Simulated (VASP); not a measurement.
## AlSn: single point with PBE

Crystal: AlSn.

```
CELL_PARAMETERS angstrom
4.19811 0.00000 0.00000
-2.09905 3.63567 0.00000
0.00000 0.00000 3.30685
ATOMIC_POSITIONS crystal
Al 0.00000 0.00000 0.00000
Sn 0.33333 0.66667 0.50000
```

```
Program                : VASP 6.6.1
Task                   : single point
Functional             : PBE
Potentials or basis    : VASP PAW PBE potentials, release 64 (Al, Sn_d)
Cutoff                 : 500 eV
k mesh                 : 3 × 3 × 1
Occupations            : gaussian, width 0.1 eV
Spin                   : no spin polarisation
Dipole correction      : no
Further INCAR settings : ALGO = Normal; EDIFF = 1e-06; NBANDS = 16
```

- Pressure: -6.9 GPa

Stress tensor (GPa, compression positive):
```
 35.03   0.00   0.00
  0.00  35.03   0.00
  0.00   0.00 -90.71
```

Levels at points of the mesh, in eV from the Fermi level:
```csv
k point,band 7,band 8,band 9,band 10,band 11,band 12
"(0.00, 0.00, 0.00)",-1.27,-1.27,-0.38,1.54,2.27,2.27
```

Wall time 4.9 s on 1 thread of AMD EPYC 7R13 (shared host), peak memory 0.12 GiB.

Caveat: the k points lie up to 1.90 Å⁻¹ apart; spin-orbit coupling is left out, which moves the levels of the heavy elements.
